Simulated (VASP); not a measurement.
Runs of VASP 6.6.1 on Hf. The structure is that of space group Im-3m (No. 229), or close to it. The cells are those of the table. 

```csv
cell,gap on the mesh (eV),pressure (GPa)
"a = 3.080 Å, angles 110.7, 110.7, 107.0°, 1 atom",none,(b)
"a = 3.127 Å, angles 108.3, 108.3, 111.9°, 1 atom",none,-9.2
"a = 3.142 Å, angles 108.7, 108.7, 111.1°, 1 atom",none,-10.3
"a = 3.064 Å, angles 109.1, 109.1, 110.3°, 1 atom",none,-4.1
"a = 3.173 Å, angles 109.5°, 1 atom",none,(a)
"a = 3.079 Å, angles 109.5°, 1 atom",none,(c)
"a = 3.064 Å, angles 110.3, 110.3, 107.8°, 1 atom",none,-4.2
"a = 3.111 Å, angles 110.3, 110.3, 107.8°, 1 atom",none,-8.1
```

Alike in all rows: task single point; level PBEsol; potentials or basis VASP PAW PBE potentials, release 64 (Hf_pv); no spin polarisation; k mesh 18 × 18 × 18; cutoff (eV) 520; smearing gaussian 0.15 eV.

Problem. Estimate the missing entries.

Solution. (a) -12.3; (b) -5.5; (c) -5.6.

Caveats: the PAW data sets were made with another functional, which shifts forces and pressure a little; spin-orbit coupling is left out, which moves the levels of the heavy elements.

A k mesh can miss the band edges, and the runs leave out spin-orbit coupling on Hf.

A gap of «none» marks levels without a gap at the run's occupations.
